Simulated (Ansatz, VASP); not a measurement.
CdTe in VASP and in Ansatz

```
CELL_PARAMETERS angstrom
0.00000 3.22623 3.22623
3.22623 0.00000 3.22623
3.22623 3.22623 0.00000
ATOMIC_POSITIONS crystal
Te 0.75000 0.75000 0.75000
Cd 0.00000 0.00000 0.00000
```

Alike in both runs: task single point; functional HF; k mesh 4 × 4 × 4; occupations fermi-dirac, width 0.05 eV; no spin polarisation.

|  | VASP | Ansatz |
| --- | --- | --- |
| version | VASP 6.6.1 | Ansatz 0.2.0 |
| potentials or method | VASP PAW PBE potentials, release 64 (Te, Cd) | Ansatz PAW |
| plane-wave cutoff (eV) | 520 | 420 |
| valence electrons in the cell | 18 | 36 |

|  | VASP | Ansatz | Ansatz less VASP |
| --- | --- | --- | --- |
| gap on the k mesh at the Fermi level (eV) | 6.77 | 7.54 | +0.766 |
| least direct gap on the mesh (eV) | 6.77 | 7.54 | +0.766 |
| pressure (GPa) | 4.9 | 6.9 | +1.97 |

VASP's potentials were made for PBE, not for HF. One of these differences is far larger than is usual between the two programs; its cause wasn't traced. VASP's potentials hold 18 valence electrons a cell and Ansatz's 36, so a difference there can come from the potentials and not from the codes.

The k mesh is coarse, so the values compare programs but aren't converged. Spin-orbit coupling is off throughout.
